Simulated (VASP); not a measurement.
A run of VASP 6.6.1:

The input INCAR:

```
PREC = Accurate ; ENCUT = 520
EDIFF = 1E-6 ; ISMEAR = -1
SIGMA = 0.1 ; LREAL = F
LASPH = T ; NELM = 80
ALGO = Normal ; ISIF = 2
LWAVE = F ; LCHARG = F
GGA = B5 ; ALDAX = 1.0
AGGAX = 1.0 ; AGGAC = 1.0
ALDAC = 0.0 ; NBANDS = 12
```

The input KPOINTS:

```
regular mesh
0
Gamma
  13 13 13
```

The input POSCAR:

```
Zn
1.0
    2.6528226406      0.0000000000      0.0000000000
    0.0000000000      2.6528226406      0.0000000000
    0.0000000000      0.0000000000      2.6528226406
Zn
1
Direct
    0.0000000000      0.0000000000      0.0000000000
```

Potentials or basis: VASP PAW PBE potentials, release 64 (Zn).

Launch:

```sh
$ cat potpaw_PBE.64/Zn/POTCAR > POTCAR
$ mpirun -np 1 vasp_std > vasp.out
```

Hardware: 1 thread of Intel(R) Xeon(R) Platinum 8488C (Sapphire Rapids), on a shared host.

Task: How long does it take, and how much memory?

Result: Run time: 14 s on 1 thread of Intel(R) Xeon(R) Platinum 8488C (Sapphire Rapids), on a shared host, peak memory 0.12 GiB. Counts: scf iterations 11, k points 84.
